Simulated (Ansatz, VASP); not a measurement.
## One calculation of CsH, two programs

The input POSCAR:

```
CsH
1.0
    0.0000000000      3.4632734098      2.7013532597
    3.4632734098      0.0000000000      2.7013532597
    3.4632734098      3.4632734098      0.0000000000
Cs H
1 1
Direct
    0.0000000000      0.0000000000      0.0000000000
    0.5000000000      0.5000000000      0.5000000000
```

Contents of INCAR.step1:

```
SYSTEM = CsH
PREC = Accurate
ENCUT = 520
ISMEAR = 0
SIGMA = 0.05
LREAL = .False.
LASPH = .True.
NELM = 60
NBANDS = 12
GGA = PE
ALGO = Normal
EDIFF = 1E-4
LWAVE = .True.
LCHARG = .False.
```

Contents of INCAR.step2:

```
SYSTEM = CsH
PREC = Accurate
ENCUT = 520
EDIFF = 1E-6
ISMEAR = 0
SIGMA = 0.05
LREAL = .False.
LASPH = .True.
NELM = 60
ALGO = Normal
ISIF = 2
LWAVE = .False.
LCHARG = .True.
METAGGA = R2SCAN
LMIXTAU = .True.
LELF = .True.
LVHAR = .True.
NBANDS = 12
ISTART = 1
```

Contents of KPOINTS:

```
regular mesh
0
Gamma
  8 8 8
  0 0 0
```

Input for Ansatz:

```yaml
crystal:
  lattice:
    - [0.0, 3.4632734098, 2.7013532597]
    - [3.4632734098, 0.0, 2.7013532597]
    - [3.4632734098, 3.4632734098, 0.0]
  atoms:
    - { symbol: Cs, position: [0.0, 0.0, 0.0] }
    - { symbol: H, position: [0.5, 0.5, 0.5] }
basis:
  ecutwfc: 500
kpoints:
  mp_grid: { grid: [8, 8, 8] }
hamiltonian:
  xc: r2scan
scf:
  occupations: { method: gaussian, width: 0.05 }
output:
  forces: true
  stress: true
  eigenvalues: true
```

Alike in both runs: task single point; functional r2SCAN; k mesh 8 × 8 × 8; occupations gaussian, width 0.05 eV; no spin polarisation.

```csv
,VASP,Ansatz
version,VASP 6.6.1,Ansatz 0.2.0
potentials or method,"VASP PAW PBE potentials, release 64 (Cs_sv, H), cutoff 520 eV","scalar-relativistic, plane waves, PAW"
valence electrons in the cell,10,10
```

Ansatz gave:

```
gap on the k mesh at the Fermi level (eV)                     : 2.29
least direct gap on the mesh (eV)                             : 2.29
pressure (GPa)                                                : 1.8
traceless stress, the component that is largest in VASP (GPa) : 5.83
```

Question: Which values does VASP return?

Answer: gap on the k mesh at the Fermi level (eV): 2.26; least direct gap on the mesh (eV): 2.26; pressure (GPa): 1.9; traceless stress, the component that is largest in VASP (GPa): 5.95.

VASP's potentials were made for PBE, not for r2SCAN.

Spin-orbit coupling is off throughout.
